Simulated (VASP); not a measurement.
Wanted: the native input for a VASP 6.6.1 run.

```
Task                   : single point
Functional             : PBEsol
Potentials or basis    : VASP PAW PBE potentials, release 64 (Cu)
Cutoff                 : 600 eV
k mesh                 : 14 × 14 × 14
Occupations            : fermi-dirac, width 0.0272 eV
Spin                   : no spin polarisation
Dipole correction      : no
Further INCAR settings : ALGO = Normal; EDIFF = 1e-06; NBANDS = 12
```

The structure of Cu lies in POSCAR:

```
Cu
1.0
    0.0000000000      1.8075000000      1.8075000000
    1.8075000000      0.0000000000      1.8075000000
    1.8075000000      1.8075000000      0.0000000000
Cu
1
Direct
    0.0000000000      0.0000000000      0.0000000000
```

These files were run (other wordings do the same):

INCAR

```
SYSTEM = Cu
PREC = Accurate
ENCUT = 600
EDIFF = 1E-6
ISMEAR = -1
SIGMA = 0.0272
LREAL = .FALSE.
LASPH = .TRUE.
NELM = 120
ALGO = Normal
ISIF = 2
LWAVE = .FALSE.
LCHARG = .TRUE.
GGA = PS
LELF = .TRUE.
LVHAR = .TRUE.
NBANDS = 12
GGA_COMPAT = .FALSE.
```

KPOINTS

```
Automatic mesh
0
G
  14 14 14
  0 0 0
```

Potentials or basis: VASP PAW PBE potentials, release 64 (Cu).

Command:

```console
$ cat potpaw_PBE.64/Cu/POTCAR > POTCAR
$ mpirun -np 1 vasp_std > vasp.out
```

Results of the run:

```
Pressure : -5.7 GPa
```

Caveat: the PAW data sets were made with another functional, which shifts forces and pressure a little.

It took 7 s on 1 thread of Intel(R) Xeon(R) 6975P-C (Granite Rapids), with other jobs on the host, peak memory 0.13 GiB.
